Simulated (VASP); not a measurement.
# Cu2CO3 in VASP: single point with PBE+U

Aim: the single point of Cu2CO3 with PBE+U.

Everything below comes from runs of VASP 6.6.1. Logs are shortened: lines on timing, memory, paths and dates and some standing lists are left out, and cuts for length are marked.

**1. The cell of the first run**

The typed cell holds 12 atoms: a = 4.536 Å, b = 4.536 Å, c = 5.216 Å, α = 90.00°, β = 90.00°, γ = 60.00°.

**2. Single point, PBE+U, collinear spin, zero start**

Input file POSCAR:

```
Cu2CO3
1.0
    2.2677668400      3.9278855800      0.0000000000
   -2.2677668400      3.9278855800      0.0000000000
    0.0000000000      0.0000000000      5.2159449000
C O Cu
2 6 4
Direct
    0.0000000000      0.0000000000      0.2500000000
    0.0000000000      0.0000000000      0.7500000000
    0.2911000000      0.7089000000      0.2500000000
    0.2911000000      0.0000000000      0.7500000000
    0.0000000000      0.2911000000      0.2500000000
    0.7089000000      0.2911000000      0.7500000000
    0.7089000000      0.0000000000      0.2500000000
    0.0000000000      0.7089000000      0.7500000000
    0.3333000000      0.3334000000      0.0000000000
    0.6666000000      0.6667000000      0.5000000000
    0.6667000000      0.6666000000      0.0000000000
    0.3334000000      0.3333000000      0.5000000000
```

Input file INCAR.step1:

```
SYSTEM = Cu2CO3
ALGO = Normal ; EDIFF = 1E-6
ENCUT = 520 ; GGA = PE
GGA_COMPAT = .False. ; ISIF = 2
ISMEAR = -1 ; ISPIN = 2
KPAR = 4 ; LASPH = .True.
LCHARG = .True. ; LDAU = .True.
LDAUJ = 0 0 0 ; LDAUL = -1 1 2
LDAUPRINT = 1 ; LDAUTYPE = 2
LDAUU = 0 1.39 5.72 ; LMAXMIX = 4
LORBIT = 11 ; LREAL = .False.
LWAVE = .False. ; MAGMOM = 0 0 0 0 0 0 0 0 0 0 0 0
NBANDS = 60 ; NEDOS = 2001
NELM = 200 ; PREC = Accurate
SIGMA = 0.0157
```

Input file KPOINTS.step1:

```
k-points
0
Gamma
  6 6 4
  0 0 0
```

Input file INCAR.step2:

```
SYSTEM = Cu2CO3
ALGO = Normal ; EDIFF = 1E-6
ENCUT = 520 ; GGA = PE
GGA_COMPAT = .False. ; ICHARG = 11
ISIF = 2 ; ISMEAR = -5
ISPIN = 2 ; KPAR = 4
LASPH = .True. ; LCHARG = .False.
LDAU = .True. ; LDAUJ = 0 0 0
LDAUL = -1 1 2 ; LDAUPRINT = 1
LDAUTYPE = 2 ; LDAUU = 0 1.39 5.72
LMAXMIX = 4 ; LORBIT = 11
LREAL = .False. ; LWAVE = .False.
MAGMOM = 0 0 0 0 0 0 0 0 0 0 0 0 ; NEDOS = 2001
NELM = 200 ; PREC = Accurate
SIGMA = 0.0157
```

Input file KPOINTS.step2:

```
k-points
0
Gamma
  9 9 6
  0 0 0
```

Potentials or basis: VASP PAW PBE potentials, release 64 (C, O, Cu).

Run with:

```console
> cat potpaw_PBE.64/C/POTCAR potpaw_PBE.64/O/POTCAR potpaw_PBE.64/Cu/POTCAR > POTCAR
> cp INCAR.step1 INCAR
> cp KPOINTS.step1 KPOINTS
> mpirun -np 4 vasp_std > vasp.out
> cp INCAR.step2 INCAR
> cp KPOINTS.step2 KPOINTS
> mpirun -np 4 vasp_std > vasp.out
```

OUTCAR:

```text
SYSTEM = Cu2CO3
   EDIFF = 1E-6
   ENCUT = 520
   GGA = PE
   ICHARG = 11
   ISIF = 2
   ISMEAR = -5
   ISPIN = 2
   LASPH = .True.
   LORBIT = 11
   LREAL = .False.
   NELM = 200
   PREC = Accurate

 ion  position               nearest neighbor table
   1  0.000  0.000  0.250-   5 1.32   7 1.32   3 1.32
   2  0.000  0.000  0.750-   4 1.32   8 1.32   6 1.32
   3  0.291  0.709  0.250-   1 1.32   9 2.08  10 2.08  11 2.08  12 2.08
   4  0.291  0.000  0.750-   2 1.32  10 2.08  12 2.08   9 2.08  11 2.08
   5  0.000  0.291  0.250-   1 1.32  11 2.08   9 2.08  12 2.08  10 2.08
   6  0.709  0.291  0.750-   2 1.32  11 2.08  12 2.08   9 2.08  10 2.08
   7  0.709  0.000  0.250-   1 1.32  12 2.08  10 2.08  11 2.08   9 2.08
   8  0.000  0.709  0.750-   2 1.32   9 2.08  11 2.08  10 2.08  12 2.08
   9  0.333  0.333  0.000-   3 2.08   8 2.08   5 2.08   6 2.08   4 2.08   7 2.08  12 2.61  12 2.61
                            11 2.62  11 2.62  11 2.62
  10  0.667  0.667  0.500-   3 2.08   4 2.08   7 2.08   6 2.08   8 2.08   5 2.08  11 2.61  11 2.61
                            12 2.62  12 2.62  12 2.62
  11  0.667  0.667  0.000-   6 2.08   5 2.08   8 2.08   3 2.08   7 2.08   4 2.08  10 2.61  10 2.61
                             9 2.62   9 2.62   9 2.62
  12  0.333  0.333  0.500-   6 2.08   7 2.08   4 2.08   3 2.08   5 2.08   8 2.08   9 2.61   9 2.61
                            10 2.62  10 2.62  10 2.62

  LATTYP: Found a hexagonal cell.
 ALAT       =     4.5355321154
 C/A-ratio  =     1.1500182927

  Lattice vectors:

 A1 = (   2.2677668400,  -3.9278855800,   0.0000000000)
 A2 = (   2.2677668400,   3.9278855800,   0.0000000000)
 A3 = (   0.0000000000,   0.0000000000,   5.2159449000)

Analysis of symmetry for initial positions (statically):
=====================================================================
 Subroutine PRICEL returns:
 Original cell was already a primitive cell.

 Routine SETGRP: Setting up the symmetry group for a
 hexagonal supercell.

 Subroutine GETGRP returns: Found  4 space group operations
 (whereof  2 operations were pure point group operations)
 out of a pool of 24 trial point group operations.

The static configuration has the point symmetry S_2 .
 The point group associated with its full space group is C_2h.

Analysis of symmetry for dynamics (positions and initial velocities):
=====================================================================
 Subroutine PRICEL returns:
 Original cell was already a primitive cell.

 Routine SETGRP: Setting up the symmetry group for a
 hexagonal supercell.

 Subroutine GETGRP returns: Found  4 space group operations
 (whereof  2 operations were pure point group operations)
 out of a pool of 24 trial point group operations.

The dynamic configuration has the point symmetry S_2 .
 The point group associated with its full space group is C_2h.

Analysis of structural, dynamic, and magnetic symmetry:
=====================================================================
 Subroutine PRICEL returns:
 Original cell was already a primitive cell.

 Routine SETGRP: Setting up the symmetry group for a
 hexagonal supercell.

 Subroutine GETGRP returns: Found  4 space group operations
 (whereof  2 operations were pure point group operations)
 out of a pool of 24 trial point group operations.

The overall configuration has the point symmetry S_2 .
 The point group associated with its full space group is C_2h.

 Subroutine INISYM returns: Found  4 space group operations
 (whereof  2 operations are pure point group operations),
 and found     1 'primitive' translations

----------------------------------------------------------------------------------------

                                     Primitive cell

  volume of cell :      92.9224

  direct lattice vectors                    reciprocal lattice vectors
     2.267766840  3.927885580  0.000000000     0.220481220  0.127294950  0.000000000
    -2.267766840  3.927885580  0.000000000    -0.220481220  0.127294950  0.000000000
     0.000000000  0.000000000  5.215944900     0.000000000  0.000000000  0.191719817
[... 106 lines left out ...]
   EDIFF  = 0.1E-05   stopping-criterion for ELM
   LREAL  =      F    real-space projection
   EDIFFG = 0.1E-04   stopping-criterion for IOM
   NSW    =      0    number of steps for IOM
   IBRION =     -1    ionic relax: 0-MD 1-quasi-New 2-CG
   NFREE  =      0    steps in history (QN), initial steepest desc. (CG)
   ISIF   =      2    stress and relaxation
   ISYM   =      2    0-nonsym 1-usesym 2-fastsym
   POTIM  = 0.5000    time-step for ionic-motion
   TEBEG  =    0.0;   TEEND  =   0.0 temperature during run
   PSTRESS=    0.0 pullay stress
   NELECT =      88.0000    total number of electrons
   NUPDOWN=      -1.0000    fix difference up-down
   EMIN   =  10.00;   EMAX   =-10.00  energy-range for DOS
   EFERMI =   0.00;   METHOD = LEGACY
   ISMEAR =    -5;   SIGMA  =   0.02  broadening in eV -4-tet -1-fermi 0-gaus
   EFERMI_NEDOS =   21; number of points for ismear=-14 and -15
   IALGO  =     38    algorithm
   IMIX   =      4    mixing-type and parameters
     AMIX     =   0.40;   BMIX     =  1.00
     AMIX_MAG =   1.60;   BMIX_MAG =  1.00
  volume/ion in A,a.u.               =       7.74        52.26
  Fermi-wavevector in a.u.,A,eV,Ry     =   1.607665  3.038047 35.165452  2.584588
  Thomas-Fermi vector in A             =   2.703658
   LORBIT       =     11    0 simple, 1 ext, 2 COOP (PROOUT), +10 PAW based schemes
 LDA+U is selected, type is set to LDAUTYPE =  2
   angular momentum for each species LDAUL =    -1    1    2
   U (eV)           for each species LDAUU =   0.0  1.4  5.7
   J (eV)           for each species LDAUJ =   0.0  0.0  0.0
   GGA     = PE    functional components
   LHFCALC =     F    Hartree Fock is set to
   AEXX    =    0.0000 exact exchange contribution
   IVDW    =     0    specifies the selected vdW correction
   LEPSILON=     F    determine dielectric tensor
   LRPA    =     F    only Hartree local field effects (RPA)
 spin polarized calculation
 Fermi weights with tetrahedron method with Bloechl corrections
  energy-cutoff  :      520.00
  volume of cell :       92.92
 maximum number of plane-waves:      2545
 NGX is ok and might be reduce to    36

atom =   9  type =  3  l = 2

 onsite density matrix

spin component  1
[... 116 lines left out ...]
  o =  0.9517  v = -0.0007  0.0002 -1.0000 -0.0001 -0.0004  0.0000  0.0000  0.0000  0.0000  0.0000      0.0000  0.0000  0.0000  0.0000  0.0000  0.0000  0.0000  0.0000  0.0000  0.0000
  o =  0.9517  v =  0.0000  0.0000  0.0000  0.0000  0.0000 -0.0007  0.0002 -1.0000 -0.0002 -0.0005      0.0000  0.0000  0.0000  0.0000  0.0000  0.0000  0.0000  0.0000  0.0000  0.0000
  o =  0.9561  v =  0.0000  0.0000  0.0000  0.0000  0.0000  0.7186 -0.3064 -0.0009  0.2448  0.5742      0.0000  0.0000  0.0000  0.0000  0.0000  0.0000  0.0000  0.0000  0.0000  0.0000
  o =  0.9561  v =  0.9188 -0.3917 -0.0008  0.0189  0.0441  0.0000  0.0000  0.0000  0.0000  0.0000      0.0000  0.0000  0.0000  0.0000  0.0000  0.0000  0.0000  0.0000  0.0000  0.0000
  o =  0.9561  v = -0.0442  0.0188 -0.0004  0.3917  0.9189  0.0000  0.0000  0.0000  0.0000  0.0000      0.0000  0.0000  0.0000  0.0000  0.0000  0.0000  0.0000  0.0000  0.0000  0.0000
  o =  0.9561  v =  0.0000  0.0000  0.0000  0.0000  0.0000 -0.5742  0.2448  0.0001  0.3063  0.7187      0.0000  0.0000  0.0000  0.0000  0.0000  0.0000  0.0000  0.0000  0.0000  0.0000
  o =  0.9839  v =  0.0000  0.0000  0.0000  0.0000  0.0000 -0.3344 -0.7843  0.0001  0.4807 -0.2049      0.0000  0.0000  0.0000  0.0000  0.0000  0.0000  0.0000  0.0000  0.0000  0.0000
  o =  0.9839  v = -0.3373 -0.7911  0.0001  0.4694 -0.2001  0.0000  0.0000  0.0000  0.0000  0.0000      0.0000  0.0000  0.0000  0.0000  0.0000  0.0000  0.0000  0.0000  0.0000  0.0000
  o =  0.9839  v =  0.2001  0.4694 -0.0000  0.7912 -0.3372  0.0000  0.0000  0.0000  0.0000  0.0000      0.0000  0.0000  0.0000  0.0000  0.0000  0.0000  0.0000  0.0000  0.0000  0.0000
  o =  0.9839  v =  0.0000  0.0000  0.0000  0.0000  0.0000  0.2049  0.4807 -0.0000  0.7843 -0.3343      0.0000  0.0000  0.0000  0.0000  0.0000  0.0000  0.0000  0.0000  0.0000  0.0000

 number of electron      88.0000081 magnetization      -0.0000000

 Free energy of the ion-electron system (eV)
  ---------------------------------------------------
  ext. energy  EPLUGINS =         0.00000000
  ---------------------------------------------------
  free energy    TOTEN  =       -56.17943162 eV

  energy without entropy =      -56.17943162  energy(sigma->0) =      -56.17943162

 E-fermi :   7.8050     XC(G=0): -12.7972

 val. band max:        7.8049232687   @ k =  -0.3333   0.3333   0.0000
 cond. band min:       8.0367593474   @ k =   0.0000   0.0000   0.0000
 fundamental gap:      0.2318360787
 Fermi energy:         7.8050328616

 spin component 1

 k-point     1 :       0.0000    0.0000    0.0000
  band No.  band energies     occupation
      1     -17.1590      1.00000
      2     -16.3183      1.00000
      3     -13.7812      1.00000
      4     -13.7808      1.00000
      5     -13.4531      1.00000
      6     -13.4527      1.00000
[... 2633 lines left out ...]
     51      15.4961      0.00000
     52      15.5655      0.00000

 [... further k-points ...]
[... 5 lines left out ...]
  --------------------------------------------------------------------------------------
  -------------------------------------------------------------------------------------
  Total       16.9630195     16.9615370     24.2848079      0.0000000     -0.0004038      0.0000000
  in kB      292.4782161    292.4526532    418.7212827      0.0000000     -0.0069630      0.0000000
  external PRESSURE =     334.5507173 kB  Pullay stress =       0.0000000 kB

 VOLUME and BASIS-vectors are now :
 -----------------------------------------------------------------------------
  energy-cutoff  :      520.00
  volume of cell :       92.92
      direct lattice vectors                 reciprocal lattice vectors
     2.267766840  3.927885580  0.000000000     0.220481220  0.127294950  0.000000000
    -2.267766840  3.927885580  0.000000000    -0.220481220  0.127294950  0.000000000
     0.000000000  0.000000000  5.215944900     0.000000000  0.000000000  0.191719817

 POSITION                                       TOTAL-FORCE (eV/Angst)
 -----------------------------------------------------------------------------------
      0.00000      0.00000      1.30399        -0.000323     -0.000000     -0.000000
      0.00000      0.00000      3.91196         0.000323     -0.000000     -0.000000
     -0.94747      3.92789      1.30399        -2.446085     -0.000000     -0.000000
      0.66015      1.14341      3.91196        -1.223043     -2.117413      0.001290
     -0.66015      1.14341      1.30399         1.223043     -2.117413      0.001290
      0.94747      3.92789      3.91196         2.446085     -0.000000     -0.000000
      1.60762      2.78448      1.30399         1.223043      2.117413     -0.001290
     -1.60762      2.78448      3.91196        -1.223043      2.117413     -0.001290
     -0.00023      2.61872      0.00000         0.001650     -0.001174      0.000000
     -0.00023      5.23705      2.60797         0.001650      0.001174     -0.000000
      0.00023      5.23705      0.00000        -0.001650      0.001174     -0.000000
      0.00023      2.61872      2.60797        -0.001650     -0.001174      0.000000
 -----------------------------------------------------------------------------------
    total drift:                               -0.000000      0.000000     -0.000000

  FREE ENERGIE OF THE ION-ELECTRON SYSTEM (eV)
  ---------------------------------------------------
  free  energy   TOTEN  =       -56.1794316205 eV

  energy  without entropy=      -56.1794316205  energy(sigma->0) =      -56.17943162

 total charge

# of ion       s       p       d       tot
------------------------------------------
    1        0.834   1.674   0.000   2.509
    2        0.834   1.674   0.000   2.509
    3        1.566   3.591   0.000   5.157
    4        1.566   3.591   0.000   5.157
    5        1.566   3.591   0.000   5.157
    6        1.566   3.591   0.000   5.157
    7        1.566   3.591   0.000   5.157
    8        1.566   3.591   0.000   5.157
    9        0.261   0.313   9.636  10.210
   10        0.261   0.313   9.636  10.210
   11        0.261   0.313   9.636  10.210
   12        0.261   0.313   9.636  10.210
--------------------------------------------------
tot         12.109  26.149  38.543  76.800

 magnetization (x)

# of ion       s       p       d       tot
------------------------------------------
    1        0.000  -0.000   0.000  -0.000
    2        0.000  -0.000   0.000  -0.000
    3       -0.000  -0.000   0.000  -0.000
    4       -0.000  -0.000   0.000  -0.000
    5       -0.000  -0.000   0.000  -0.000
    6       -0.000  -0.000   0.000  -0.000
    7       -0.000  -0.000   0.000  -0.000
    8       -0.000  -0.000   0.000  -0.000
    9        0.000   0.000   0.000   0.000
   10        0.000   0.000   0.000   0.000
   11        0.000   0.000   0.000   0.000
   12        0.000   0.000   0.000   0.000
--------------------------------------------------
tot         -0.000  -0.000   0.000  -0.000
```

It took 3.3 min on 4 MPI ranks of Intel Xeon 6975P-C (Granite Rapids), shared host; peak memory 0.91 GiB.

Results:

```yaml
Net_moment: 0.00 μB per cell
Valence_electrons_inside_the_program's_atomic_spheres: C 2.51; O 5.16; Cu 10.21
```

Eigenvalues of the final occupation matrices:
```csv
site,spin,trace,eigenvalues
site 9 d,1,4.83,0.95 0.96 0.96 0.98 0.98
site 9 d,2,4.83,0.95 0.96 0.96 0.98 0.98
site 10 d,1,4.83,0.95 0.96 0.96 0.98 0.98
site 10 d,2,4.83,0.95 0.96 0.96 0.98 0.98
site 11 d,1,4.83,0.95 0.96 0.96 0.98 0.98
site 11 d,2,4.83,0.95 0.96 0.96 0.98 0.98
site 12 d,1,4.83,0.95 0.96 0.96 0.98 0.98
site 12 d,2,4.83,0.95 0.96 0.96 0.98 0.98
```
